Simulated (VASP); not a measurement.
Input of a VASP 6.6.1 run:

File INCAR:

```
SYSTEM = Ag
  ALGO = Normal
  EDIFF = 1E-6
  EDIFFG = -0.005
  ENCUT = 600
  GGA = PE
  IBRION = 2
  ISIF = 3
  ISMEAR = -1
  LASPH = .TRUE.
  LCHARG = .FALSE.
  LREAL = .FALSE.
  LWAVE = .FALSE.
  NELM = 80
  NSW = 60
  PREC = Accurate
  PSTRESS = 3900.0
  SIGMA = 0.05
```

KPOINTS

```
k-points
0
G
  20 20 20
  0 0 0
```

Contents of POSCAR:

```
Ag
1.0
   -1.3177660795      1.3177660795      1.3177660795
    1.3177660795     -1.3177660795      1.3177660795
    1.3177660795      1.3177660795     -1.3177660795
Ag
1
Direct
    0.0000000000      0.0000000000      0.0000000000
```

Potentials or basis: VASP PAW PBE potentials, release 64 (Ag).

Launch:

```sh
$ cat potpaw_PBE.64/Ag/POTCAR > POTCAR
$ mpirun -np 1 vasp_std > vasp.out
```

Task: Predict the relaxed cell.

Result: a = 2.283 Å, b = 2.283 Å, c = 2.283 Å, α = 109.47°, β = 109.47°, γ = 109.47°.

Task: What does it give for the space group after relaxing (to 0.05 Å)?

Result: Im-3m (No. 229).

Task: What does it give for the relaxed volume?

Result: 9.16 Å³/atom.

Final structure:
```
Ag
1.0
    -1.31800    1.31800    1.31800
     1.31800   -1.31800    1.31800
     1.31800    1.31800   -1.31800
Ag
1
Cartesian
  0.0000 0.0000 0.0000
```

Caveat: the cell is relaxed towards a set pressure, so the enthalpy falls and the energy may rise.
